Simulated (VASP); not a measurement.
# Ti3Al: single point with PBEsol

Crystal: Ti3Al.

```
Ti Al
1.0
     2.89578    0.00000    0.00000
    -1.44789    2.50782    0.00000
     0.00000    0.00000    9.13935
Ti Al
3 1
Direct
  0.66667 0.33333 0.00000
  0.33333 0.66667 0.75118
  0.33333 0.66667 0.24882
  0.63676 0.27352 0.50000
```

This cell differs from its parent crystal: all Al atoms moved -0.150 Å, as atom 4 along Cartesian [0 1 0].

| Property | Result |
| --- | --- |
| Program | VASP 6.6.1 |
| Task | single point |
| Functional | PBEsol |
| Potentials or basis | VASP PAW PBE potentials, release 64 (Ti_sv, Al) |
| Cutoff | 520 eV |
| k mesh | 18 × 18 × 6 |
| Occupations | gaussian, width 0.15 eV |
| Spin | no spin polarisation |

* Pressure: -0.1 GPa
* Largest force: 0.378 eV/Å
* Band gap on the k mesh: zero (an odd number of electrons rules out a gap without spin polarisation)

Forces on the atoms (eV/Å):
```
Ti   0.000  0.003  0.000
Ti   0.000 -0.190  0.042
Ti   0.000 -0.190 -0.042
Al   0.000  0.378  0.000
```

Stress tensor (GPa, compression positive):
```
-1.17  0.00  0.00
 0.00  0.73  0.00
 0.00  0.00  0.29
```

Levels at points of the mesh, in eV from the Fermi level:
| k point | band 18 | band 19 | band 20 | band 21 | band 22 | band 23 |
| --- | --- | --- | --- | --- | --- | --- |
| (0.00, 0.00, 0.00) | 0.55 | 0.77 | 0.85 | 0.85 | 0.94 | 0.95 |
| (0.50, 0.00, 0.00) | -1.26 | -0.61 | -0.35 | 0.91 | 1.05 | 1.19 |
| (0.00, 0.50, 0.00) | -1.29 | -0.70 | -0.38 | 0.93 | 1.09 | 1.19 |
| (0.00, 0.00, 0.50) | 0.49 | 0.81 | 0.85 | 0.86 | 0.93 | 0.94 |
| (0.50, 0.00, 0.50) | -1.24 | -0.96 | 0.05 | 0.88 | 0.93 | 1.11 |
| (0.00, 0.50, 0.50) | -1.25 | -0.96 | -0.07 | 0.89 | 0.95 | 1.11 |

It took 57 min on 1 thread of Oxide Virtual Turin-like Processor (shared host), peak memory 0.59 GiB.

Caveat: the cell differs from its parent crystal (all Al atoms moved -0.150 Å, as atom 4 along Cartesian [0 1 0]); the PAW data sets were made with another functional, which shifts forces and pressure a little.
